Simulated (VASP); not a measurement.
A run of VASP 6.6.1:

POSCAR

```
Hf
1.0
    3.2509737336      0.0000000000      0.0000000000
   -1.6254868668      2.8154258403      0.0000000000
    0.0000000000      0.0000000000      5.0023872614
Hf
2
Direct
    0.6666666667      0.3333333333      0.7500000000
    0.3333333333      0.6666666667      0.2500000000
```

INCAR.step1

```
SYSTEM = Hf
ALGO = Normal
EDIFF = 1E-5
ENCUT = 520
GGA = PE
ISIF = 2
ISMEAR = -1
LASPH = .True.
LREAL = .False.
LWAVE = .True.
NBANDS = 17
NELM = 80
PREC = Accurate
SIGMA = 0.05
```

File INCAR.step2:

```
SYSTEM = Hf
AEXX = 0.2
AGGAC = 0.81
AGGAX = 0.72
ALDAC = 0.19
ALGO = Normal
EDIFF = 1E-7
ENCUT = 520
GGA = B3
ISIF = 2
ISMEAR = -1
ISTART = 1
LASPH = .True.
LCHARG = .True.
LELF = .True.
LHFCALC = .True.
LREAL = .False.
LVHAR = .True.
LWAVE = .False.
NBANDS = 17
NELM = 80
PREC = Accurate
PRECFOCK = Normal
SIGMA = 0.05
```

Contents of KPOINTS:

```
k-points
0
Gamma
  5 5 3
  0 0 0
```

Potentials or basis: VASP PAW PBE potentials, release 64 (Hf_pv).

Command:

```sh
$ cat potpaw_PBE.64/Hf_pv/POTCAR > POTCAR
$ cp INCAR.step1 INCAR
$ mpirun -np 1 vasp_std > vasp.out
$ cp INCAR.step2 INCAR
$ mpirun -np 1 vasp_std > vasp.out
```

Hardware: 1 thread of Intel(R) Xeon(R) Platinum 8488C (Sapphire Rapids), on a shared host.

Task: Estimate the wall time of this run.

Result: Run time: 12 min on 1 thread of Intel(R) Xeon(R) Platinum 8488C (Sapphire Rapids) (shared host), peak memory 0.17 GiB. Counts: k points 10.
